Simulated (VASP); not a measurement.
# TiO (P-62m) in VASP: a series of runs, part 2 of 2

VASP 6.6.1. The steps go on from the part before.

**3. Single point, PBEsol**

This run uses another cell than the first one, of 10.32 Å³/atom, 1.026 times its volume.

INCAR reads:

```
SYSTEM = TiO
  PREC = Accurate
  ENCUT = 520
  EDIFF = 1E-6
  ISMEAR = 0
  SIGMA = 0.01
  LREAL = .False.
  LASPH = .True.
  NELM = 60
  ALGO = Normal
  ISIF = 2
  LWAVE = .False.
  LCHARG = .True.
  GGA = PS
  LELF = .True.
  LVHAR = .True.
  NBANDS = 36
```

KPOINTS reads:

```
Automatic mesh
0
Gamma
  6 6 6
  0 0 0
```

POSCAR reads:

```
TiO
1.0
    4.9890877720      0.0000000000      0.0000000000
   -2.4945438860      4.3206767523      0.0000000000
    0.0000000000      0.0000000000      2.8733134400
Ti O
3 3
Direct
    0.6666666667      0.3333333333      0.5000000000
    0.3333333333      0.6666666667      0.5000000000
    0.0000000000      0.0000000000      0.0000000000
    0.6055592400      0.6055592400      0.0000000000
    0.3944407600      0.0000000000      0.0000000000
    0.0000000000      0.3944407600      0.0000000000
```

Potentials or basis: VASP PAW PBE potentials, release 64 (Ti_sv, O).

The run is started by

```sh
cat potpaw_PBE.64/Ti_sv/POTCAR potpaw_PBE.64/O/POTCAR > POTCAR
mpirun -np 1 vasp_std > vasp.out
```

OUTCAR:

```text
SYSTEM = TiO
   PREC = Accurate
   ENCUT = 520
   EDIFF = 1E-6
   ISMEAR = 0
   LREAL = .False.
   LASPH = .True.
   NELM = 60
   ISIF = 2
   GGA = PS

 ion  position               nearest neighbor table
   1  0.667  0.333  0.500-   6 2.10   6 2.10   5 2.10   5 2.10   4 2.10   4 2.10   2 2.88   2 2.88
                             2 2.88
   2  0.333  0.667  0.500-   5 2.10   5 2.10   6 2.10   6 2.10   4 2.10   4 2.10   1 2.88   1 2.88
                             1 2.88
   3  0.000  0.000  0.000-   5 1.97   4 1.97   6 1.97
   4  0.606  0.606  0.000-   3 1.97   2 2.10   2 2.10   1 2.10   1 2.10
   5  0.394  0.000  0.000-   3 1.97   2 2.10   2 2.10   1 2.10   1 2.10
   6  0.000  0.394  0.000-   3 1.97   1 2.10   1 2.10   2 2.10   2 2.10

  LATTYP: Found a hexagonal cell.
 ALAT       =     4.9890877720
 C/A-ratio  =     0.5759196012

  Lattice vectors:

 A1 = (   4.9890877720,   0.0000000000,   0.0000000000)
 A2 = (  -2.4945438860,   4.3206767523,   0.0000000000)
 A3 = (   0.0000000000,   0.0000000000,   2.8733134400)

Analysis of symmetry for initial positions (statically):
[... 186 lines left out ...]
 fundamental gap:      0.2138268285
 Fermi energy:        10.5905190868

 k-point     1 :       0.0000    0.0000    0.0000
  band No.  band energies     occupation
      1     -47.5112      2.00000
      2     -47.4297      2.00000
      3     -46.9636      2.00000
      4     -24.0788      2.00000
      5     -24.0788      2.00000
      6     -23.7825      2.00000
[... 925 lines left out ...]
     35      12.9181      0.00000
     36      13.1692      0.00000

 [... further k-points ...]

------------------------ aborting loop because EDIFF is reached ----------------------------------------

  FORCE on cell =-STRESS in cart. coord.  units (eV):
  Direction    XX          YY          ZZ          XY          YZ          ZX
  --------------------------------------------------------------------------------------
  -------------------------------------------------------------------------------------
  Total       -1.7982902     -1.7982902     -2.2287959      0.0000000      0.0000000      0.0000000
  in kB      -46.5172928    -46.5172928    -57.6534055      0.0000000      0.0000000      0.0000000
  external PRESSURE =     -50.2293304 kB  Pullay stress =       0.0000000 kB

 VOLUME and BASIS-vectors are now :
 -----------------------------------------------------------------------------
  energy-cutoff  :      520.00
  volume of cell :       61.94
      direct lattice vectors                 reciprocal lattice vectors
     4.989087772  0.000000000  0.000000000     0.200437444  0.115722612  0.000000000
    -2.494543886  4.320676752  0.000000000     0.000000000  0.231445224  0.000000000
     0.000000000  0.000000000  2.873313440     0.000000000  0.000000000  0.348030252

 POSITION                                       TOTAL-FORCE (eV/Angst)
 -----------------------------------------------------------------------------------
      2.49454      1.44023      1.43666         0.000000      0.000000      0.000000
     -0.00000      2.88045      1.43666         0.000000      0.000000      0.000000
      0.00000      0.00000      0.00000         0.000000      0.000000      0.000000
      1.51059      2.61643      0.00000         0.002493      0.004318      0.000000
      1.96790      0.00000      0.00000        -0.004986      0.000000      0.000000
     -0.98395      1.70425      0.00000         0.002493     -0.004318     -0.000000
 -----------------------------------------------------------------------------------
    total drift:                               -0.000001     -0.000002      0.000001

  FREE ENERGIE OF THE ION-ELECTRON SYSTEM (eV)
  ---------------------------------------------------
  free  energy   TOTEN  =       -56.8432651871 eV

  energy  without entropy=      -56.8429169355  energy(sigma->0) =      -56.84309106
```

stdout:

```text
POSCAR found type information on POSCAR TiO
 POSCAR found :  2 types and       6 ions
 scaLAPACK will be used
 -----------------------------------------------------------------------------
|                                                                             |
|                                                                             |
|     You enforced a specific xc type in the INCAR file but a different       |
|     I HOPE YOU KNOW WHAT YOU ARE DOING!                                     |
|                                                                             |
 -----------------------------------------------------------------------------

 LDA part: xc-table for (Slater+PW92), standard interpolation
 POSCAR, INCAR and KPOINTS ok, starting setup
 FFT: planning ... GRIDC
 FFT: planning ... GRID_SOFT
 FFT: planning ... GRID
 WAVECAR not read
 entering main loop
```

Wall time 57 s (1 thread of Intel Xeon Platinum 8488C (Sapphire Rapids), shared host); peak memory 0.2 GiB.

Results:

- Free energy: -56.8433 eV
- Pressure: -5.0 GPa
- Largest force: 0.005 eV/Å
- Band gap on the k mesh: zero (band 27 reaches 11.15 eV, above the bottom of band 28 at 9.73 eV)

Forces on the atoms (eV/Å):
```
Ti   0.000  0.000  0.000
Ti   0.000  0.000  0.000
Ti   0.000  0.000  0.000
O    0.002  0.004  0.000
O   -0.005  0.000  0.000
O    0.002 -0.004  0.000
```

Stress tensor (GPa, compression positive):
```
-4.65  0.00  0.00
 0.00 -4.65  0.00
 0.00  0.00 -5.77
```

Caveat: the k points lie up to 0.36 Å⁻¹ apart; the PAW data sets were made with another functional, which shifts forces and pressure a little; semilocal functionals often make such compounds metallic where correlation or magnetic order opens a gap, which also shifts bond lengths.
